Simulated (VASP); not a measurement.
Input of a VASP 6.6.1 run:

Contents of INCAR:

```
ALGO     = Normal         # electronic algorithm
EDIFF    = 1E-6           # SCF threshold, eV
ENCUT    = 1230           # plane-wave cutoff, eV
GGA      = CA             # functional
GGA_COMPAT= F            
ISIF     = 2              # what is computed and relaxed
ISMEAR   = 0              # smearing method
LASPH    = T              # aspherical terms in the spheres
LCHARG   = F              # write CHGCAR
LREAL    = F              # projectors in reciprocal space
LWAVE    = F              # write WAVECAR
NBANDS   = 16             # bands
NELM     = 120            # most SCF steps
PREC     = Accurate       # precision mode
SIGMA    = 0.05           # smearing width, eV
```

The input KPOINTS:

```
k-points
0
Gamma
  10 10 10
```

POSCAR

```
BAs
1.0
    0.0000000000      2.3885000000      2.2929600000
    2.3885000000      0.0000000000      2.2929600000
    2.3885000000      2.3885000000      0.0000000000
B As
1 1
Direct
    0.0000000000      0.0000000000      0.0000000000
    0.7500000000      0.7500000000      0.7500000000
```

Potentials or basis: VASP PAW LDA potentials, release 64 (B_h, As_d).

Launch:

```bash
$ cat potpaw_LDA.64/B_h/POTCAR potpaw_LDA.64/As_d/POTCAR > POTCAR
$ mpirun -np 1 vasp_std > vasp.out
```

(1) What does it give for the pressure?

(2) Estimate the band gap on the k mesh.

Answers

(1) 2.2 GPa.

(2) 0.47 eV (least direct gap 2.88 eV).

Caveat: the cell differs from its parent crystal (strain +0.000 along x and y, -0.040 along z); the stress differs along the axes, from -1 to 8 GPa; semilocal functionals underestimate gaps, and a narrow one can read as zero.
